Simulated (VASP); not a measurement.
# TiO2 (R-3m) in VASP: a series of runs, part 2 of 2

VASP 6.6.1. Earlier steps stand in the parts before.

### Step 4. Single point, LDA

This run uses another cell than the first one, of 17.17 Å³/atom, 1.056 times its volume.

Input file INCAR:

```
PREC     = Accurate       # precision mode
ENCUT    = 520            # plane-wave cutoff, eV
EDIFF    = 1E-6           # SCF threshold, eV
ISMEAR   = 0              # smearing method
SIGMA    = 0.01           # smearing width, eV
LREAL    = False          # projectors in reciprocal space
LASPH    = True           # aspherical terms in the spheres
NELM     = 80             # most SCF steps
ALGO     = Normal         # electronic algorithm
ISIF     = 2              # what is computed and relaxed
LWAVE    = False          # write WAVECAR
LCHARG   = False          # write CHGCAR
NBANDS   = 19             # bands
```

Input file KPOINTS:

```
Automatic mesh
0
Gamma
  8 8 8
```

Input file POSCAR:

```
TiO2
1.0
    1.4719466217      0.8498249655      6.8631859493
   -1.4719466217      0.8498249655      6.8631859493
    0.0000000000     -1.6996597614      6.8631859493
Ti O
1 2
Direct
    0.0000000000      0.0000000000      0.0000000000
    0.6204700000      0.6204700000      0.6204700000
    0.3795300000      0.3795300000      0.3795300000
```

Command:

```sh
cat potpaw_LDA.64/Ti_sv/POTCAR potpaw_LDA.64/O/POTCAR > POTCAR
mpirun -np 1 vasp_std > vasp.out
```

It took 4.7 min on 1 thread of Intel Xeon Platinum 8259CL at 2.50GHz (Skylake/Cascade Lake), shared host; peak memory 0.33 GiB.

It converged, with:

```yaml
Free_energy: -28.8389 eV
Pressure: -0.3 GPa
Largest_force: 0.009 eV/Å
Band_gap_on_the_k_mesh: 2.78 eV, indirect (least direct gap 2.91 eV)
```

Forces in eV/Å, atoms in the order of the input:
```
Ti   0.000  0.000  0.000
O    0.000  0.000 -0.009
O    0.000  0.000  0.009
```

Stress tensor (GPa, compression positive):
```
-0.35  0.00  0.00
 0.00 -0.35  0.00
 0.00  0.00 -0.12
```

Levels at points of the mesh, in eV from the valence-band top:
```tsv
k point	band 10	band 11	band 12	band 13	band 14	band 15
(0.00, 0.00, 0.00)	-0.69	-0.13	-0.13	2.78	2.78	4.64
(0.50, 0.00, 0.00)	-1.75	-1.18	-0.66	3.05	3.91	4.01
(0.50, 0.50, 0.00)	-1.76	-1.18	-0.65	3.06	3.91	4.01
(0.50, 0.50, 0.50)	-0.76	-0.13	-0.13	2.78	2.78	4.66
```

A k mesh can miss the band edges. As with any semilocal functional, this LDA gap is likely too small.

### Step 5. Single point, LDA

This run uses another cell than the first one, of 17.62 Å³/atom, 1.083 times its volume.

Input file INCAR:

```
PREC = Accurate ; ENCUT = 520
EDIFF = 1E-6 ; ISMEAR = 0
SIGMA = 0.01 ; LREAL = False
LASPH = True ; NELM = 60
ALGO = Normal ; ISIF = 2
LWAVE = False ; LCHARG = False
NBANDS = 19
```

KPOINTS is that of step 4.

Input file POSCAR:

```
TiO2
1.0
    1.4847468000      0.8572151187      6.9228688228
   -1.4847468000      0.8572151187      6.9228688228
    0.0000000000     -1.7144401534      6.9228688228
Ti O
1 2
Direct
    0.0000000000      0.0000000000      0.0000000000
    0.6204700000      0.6204700000      0.6204700000
    0.3795300000      0.3795300000      0.3795300000
```

Command:

```sh
cat potpaw_LDA.64/Ti_sv/POTCAR potpaw_LDA.64/O/POTCAR > POTCAR
mpirun -np 1 vasp_std > vasp.out
```

Run time: 4.7 min. Hardware: 1 thread of Intel Xeon Platinum 8259CL at 2.50GHz (Skylake/Cascade Lake), shared host; peak memory 0.33 GiB.

It converged, with:

* Free energy: -28.8224 eV
* Pressure: -3.8 GPa
* Largest force: 0.389 eV/Å
* Band gap on the k mesh: 2.69 eV, indirect (least direct gap 2.84 eV)

Forces in eV/Å, atoms in the order of the input:
```
Ti   0.000  0.000  0.000
O    0.000  0.000  0.389
O    0.000  0.000 -0.389
```

Stress tensor (GPa, compression positive):
```
-4.48  0.00  0.00
 0.00 -4.48  0.00
 0.00  0.00 -2.41
```

Levels at points of the mesh, in eV from the valence-band top:
```csv
k point,band 10,band 11,band 12,band 13,band 14,band 15
"(0.00, 0.00, 0.00)",-0.65,-0.15,-0.15,2.69,2.69,4.48
"(0.50, 0.00, 0.00)",-1.71,-1.19,-0.64,2.96,3.78,3.87
"(0.50, 0.50, 0.00)",-1.72,-1.19,-0.63,2.96,3.78,3.87
"(0.50, 0.50, 0.50)",-0.72,-0.15,-0.15,2.69,2.69,4.50
```

A k mesh can miss the band edges. LDA gaps usually lie below the measured ones, often by a third to a half.

### Step 6. Single point, LDA

This run uses another cell than the first one, of 18.07 Å³/atom, 1.111 times its volume.

Input file INCAR:

```
SYSTEM = TiO2
ALGO = Normal
EDIFF = 1E-6
ENCUT = 520
GGA = CA
ISIF = 2
ISMEAR = 0
LASPH = .True.
LCHARG = .False.
LREAL = .False.
LWAVE = .False.
NBANDS = 19
NELM = 80
PREC = Accurate
SIGMA = 0.01
```

Input file KPOINTS:

```
k-points
0
Gamma
  8 8 8
  0 0 0
```

Input file POSCAR:

```
TiO2
1.0
    1.4973300000      0.8644800000      6.9815400000
   -1.4973300000      0.8644800000      6.9815400000
    0.0000000000     -1.7289700000      6.9815400000
Ti O
1 2
Direct
    0.0000000000      0.0000000000      0.0000000000
    0.6204700000      0.6204700000      0.6204700000
    0.3795300000      0.3795300000      0.3795300000
```

Potentials or basis: VASP PAW LDA potentials, release 64 (Ti_sv, O).

Command:

```sh
cat potpaw_LDA.64/Ti_sv/POTCAR potpaw_LDA.64/O/POTCAR > POTCAR
mpirun -np 1 vasp_std > vasp.out
```

OUTCAR:

```text
SYSTEM = TiO2
   EDIFF = 1E-6
   ENCUT = 520
   GGA = CA
   ISIF = 2
   ISMEAR = 0
   LASPH = .True.
   LREAL = .False.
   NELM = 80
   PREC = Accurate

 ion  position               nearest neighbor table
   1  0.000  0.000  0.000-   2 1.98   3 1.98   2 1.98   2 1.98   3 1.98   3 1.98
   2  0.620  0.620  0.620-   1 1.98   1 1.98   1 1.98
   3  0.380  0.380  0.380-   1 1.98   1 1.98   1 1.98

  LATTYP: Found a trigonal (rhomboedric) cell.
 ALAT       =     7.1924421145
 COS(alpha) =     0.9133213184

  Lattice vectors:

 A1 = (   1.4973300000,   0.8644800000,   6.9815400000)
 A2 = (  -1.4973300000,   0.8644800000,   6.9815400000)
 A3 = (   0.0000000000,  -1.7289700000,   6.9815400000)

Analysis of symmetry for initial positions (statically):
=====================================================================
 Subroutine PRICEL returns:
 Original cell was already a primitive cell.

 Routine SETGRP: Setting up the symmetry group for a
 trigonal (rhombohedral) supercell.

[... 160 lines left out ...]

 Free energy of the ion-electron system (eV)
  ---------------------------------------------------
  ext. energy  EPLUGINS =         0.00000000
  ---------------------------------------------------
  free energy    TOTEN  =       -28.77792291 eV

  energy without entropy =      -28.77792291  energy(sigma->0) =      -28.77792291

 E-fermi :  -1.2065     XC(G=0):  -8.0534

 val. band max:       -1.4334223582   @ k =  -0.1250   0.1250   0.0000
 cond. band min:       1.1786181366   @ k =   0.0000   0.0000   0.0000
 fundamental gap:      2.6120404948
 Fermi energy:        -1.2064576241

 k-point     1 :       0.0000    0.0000    0.0000
  band No.  band energies     occupation
      1     -57.0687      2.00000
      2     -33.7165      2.00000
      3     -33.4487      2.00000
      4     -33.4487      2.00000
      5     -18.5102      2.00000
      6     -16.6949      2.00000
[... 505 lines left out ...]
      6     -17.0130      2.00000
[... 11 lines left out ...]
     18       7.3349      0.00000
     19       9.9581      0.00000

 [... further k-points ...]
[... 5 lines left out ...]
  --------------------------------------------------------------------------------------
  -------------------------------------------------------------------------------------
  Total       -2.7498228     -2.7498193     -1.5093819      0.0000000      0.0000007     -0.0000000
  in kB      -81.2528597    -81.2527572    -44.5998183      0.0000000      0.0000213     -0.0000000
  external PRESSURE =     -69.0351451 kB  Pullay stress =       0.0000000 kB

 VOLUME and BASIS-vectors are now :
 -----------------------------------------------------------------------------
  energy-cutoff  :      520.00
  volume of cell :       54.22
      direct lattice vectors                 reciprocal lattice vectors
     1.497330000  0.864480000  6.981540000     0.333927725  0.192793383  0.047745050
    -1.497330000  0.864480000  6.981540000    -0.333927725  0.192793383  0.047745050
     0.000000000 -1.728970000  6.981540000     0.000000000 -0.385586767  0.047744774

 POSITION                                       TOTAL-FORCE (eV/Angst)
 -----------------------------------------------------------------------------------
      0.00000      0.00000      0.00000         0.000000      0.000000     -0.000000
      0.00000     -0.00001     12.99551         0.000000     -0.000000      0.748772
      0.00000     -0.00000      7.94911         0.000000      0.000000     -0.748772
 -----------------------------------------------------------------------------------
    total drift:                                0.000000      0.000000      0.000000

  FREE ENERGIE OF THE ION-ELECTRON SYSTEM (eV)
  ---------------------------------------------------
  free  energy   TOTEN  =       -28.7779229110 eV

  energy  without entropy=      -28.7779229110  energy(sigma->0) =      -28.77792291
```

Run time: 5.8 min. Hardware: 1 thread of Intel Xeon Platinum 8259CL at 2.50GHz (Skylake/Cascade Lake), shared host; peak memory 0.33 GiB.

Results:

* Free energy: -28.7779 eV
* Pressure: -6.9 GPa
* Largest force: 0.749 eV/Å
* Band gap on the k mesh: 2.61 eV, indirect (least direct gap 2.77 eV)

Forces in eV/Å, atoms in the order of the input:
```
Ti   0.000  0.000  0.000
O    0.000  0.000  0.749
O    0.000  0.000 -0.749
```

Stress tensor (GPa, compression positive):
```
-8.13  0.00  0.00
 0.00 -8.13  0.00
 0.00  0.00 -4.46
```

A k mesh can miss the band edges.

### Step 7. Overview

| cell | gap on the mesh (eV) | pressure (GPa) | largest force (eV/Å) |
| --- | --- | --- | --- |
| a = 6.944 Å, angles 24.0°, 3 atoms | 2.96 | 8.4 | 0.94 |
| a = 7.008 Å, angles 24.0°, 3 atoms | 2.87 | 3.8 | 0.45 |
| a = 7.071 Å, angles 24.0°, 3 atoms | 2.78 | -0.3 | 0.01 |
| a = 7.132 Å, angles 24.0°, 3 atoms | 2.69 | -3.8 | 0.39 |
| a = 7.192 Å, angles 24.0°, 3 atoms | 2.61 | -6.9 | 0.75 |

Alike in all rows: task single point; level LDA; potentials or basis VASP PAW LDA potentials, release 64 (Ti_sv, O); no spin polarisation; k mesh 8 × 8 × 8; cutoff (eV) 520; smearing gaussian 0.01 eV.

Absolute energies hang on the potentials; compare differences alone.
